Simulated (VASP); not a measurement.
**Zr12C (a cell with a defect): single point with PBE+D3(BJ)**

The system is Zr12C (a cell with a defect).

```
Zr C
1.0
     6.46000    0.00000    0.00000
    -4.84500    8.39179    0.00000
     0.00000    0.00000    5.14539
Zr C
12 1
Direct
  0.92875 0.96865 0.07309
  0.19819 0.24673 0.46768
  0.97339 0.32824 0.99648
  0.19064 0.56281 0.49679
  0.94763 0.65418 0.93128
  0.17039 0.89181 0.51512
  0.46848 0.00821 0.04627
  0.67792 0.22291 0.49417
  0.51662 0.34001 0.99118
  0.69184 0.57230 0.42230
  0.44030 0.66620 0.01685
  0.65711 0.87803 0.57236
  0.31454 0.42942 0.75652
```

- Program: VASP 6.6.1
- Task: single point
- Functional: PBE
- Dispersion: D3(BJ)
- Potentials or basis: VASP PAW PBE potentials, release 64 (Zr_sv, C)
- Cutoff: 520 eV
- k mesh: 3 × 2 × 3
- Occupations: fermi-dirac, width 0.1 eV
- Spin: no spin polarisation
- Dipole correction: no
- Further INCAR settings: ALGO = Normal; EDIFF = 1e-06; NBANDS = 86

```
Pressure                   : -0.1 GPa
Largest force              : 1.734 eV/Å
Band gap on the k mesh     : zero (bands 74 and 75 overlap by 0.15 eV)
Dispersion energy per atom : -0.514 eV
```

Forces in eV/Å, atoms in the order of the input:
```
Zr   0.485  0.582 -0.488
Zr  -0.069 -1.446  0.389
Zr   1.003  0.078 -0.218
Zr  -0.768 -0.203  0.058
Zr   0.284  0.839  0.331
Zr   0.143  0.263  0.196
Zr  -0.001 -0.601 -0.533
Zr   0.042 -0.046  0.561
Zr  -1.378 -0.323 -0.650
Zr  -0.621 -0.457  1.553
Zr   0.627 -0.770 -0.535
Zr  -0.082  1.146 -0.470
C    0.336  0.936 -0.193
```

Stress tensor (GPa, compression positive):
```
-1.24  1.98  0.57
 1.98 -0.95 -0.06
 0.57 -0.06  2.03
```

Levels at points of the mesh, in eV from the Fermi level:
| k point | band 69 | band 70 | band 71 | band 72 | band 73 | band 74 | band 75 | band 76 | band 77 | band 78 |
| --- | --- | --- | --- | --- | --- | --- | --- | --- | --- | --- |
| (0.00, 0.00, 0.00) | -0.78 | -0.58 | -0.43 | -0.23 | -0.17 | 0.00 | 0.19 | 0.49 | 0.60 | 0.80 |
| (0.00, 0.50, 0.00) | -0.62 | -0.39 | -0.26 | -0.11 | -0.07 | 0.08 | 0.10 | 0.22 | 0.59 | 0.69 |

Wall time 6.2 min on 1 thread of Intel(R) Xeon(R) Platinum 8488C (Sapphire Rapids), on a shared host, peak memory 0.43 GiB.

Caveat: the k points lie up to 0.41 Å⁻¹ apart; the atoms stand as in a frame of molecular dynamics.
